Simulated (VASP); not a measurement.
Set up this calculation in VASP 6.6.1, as the native input.

```yaml
Task: single point
Functional: PBE
Potentials_or_basis: VASP PAW PBE potentials, release 64 (Mg, F)
Cutoff: 520 eV
k_mesh: 9 × 4 × 1
Occupations: gaussian, width 0.1 eV
Spin: no spin polarisation
Dipole_correction: yes
Further_INCAR_settings: ALGO = Normal; EDIFF = 1e-06; NBANDS = 18
```

The structure of Mg6F lies in POSCAR:

```
Mg6F
1.0
    3.2034417932      0.0000000000      0.0000000000
   -1.6017208966      7.8153198520      0.0000000000
    0.0000000000      0.0000000000     20.9851131634
Mg F
6 1
Direct
    0.8493879956      0.6987759913      0.1906113143
    0.5210014932      0.0420029864      0.2197581863
    0.1926149907      0.3852299814      0.2489050583
    0.3710660944      0.7414803149      0.3283003664
    0.0426232582      0.0834482649      0.3542380799
    0.7128162912      0.4251093731      0.3805132287
    0.7128162912      0.4251093731      0.5249012992
```

The input as run:

INCAR

```
SYSTEM = Mg6F
PREC = Accurate ; ENCUT = 520
EDIFF = 1E-6 ; ISMEAR = 0
SIGMA = 0.1 ; LREAL = .FALSE.
LASPH = .TRUE. ; NELM = 60
ALGO = Normal ; ISIF = 2
LWAVE = .FALSE. ; LCHARG = .FALSE.
LDIPOL = .TRUE. ; IDIPOL = 3
DIPOL = 0.5 0.5 0.321 ; GGA = PE
NBANDS = 18
```

KPOINTS

```
regular mesh
0
G
  9 4 1
  0 0 0
```

Potentials or basis: VASP PAW PBE potentials, release 64 (Mg, F).

Command:

```console
$ cat potpaw_PBE.64/Mg/POTCAR potpaw_PBE.64/F/POTCAR > POTCAR
$ mpirun -np 1 vasp_std > vasp.out
```

It gave:

```yaml
Largest_force: 1.593 eV/Å
```

Caveat: an odd number of electrons without spin polarisation forces a metal; a magnetic or distorted state may lie lower.

Run time: 6.4 min on 1 thread of Intel(R) Xeon(R) Platinum 8488C (Sapphire Rapids), on a shared host, peak memory 0.56 GiB.
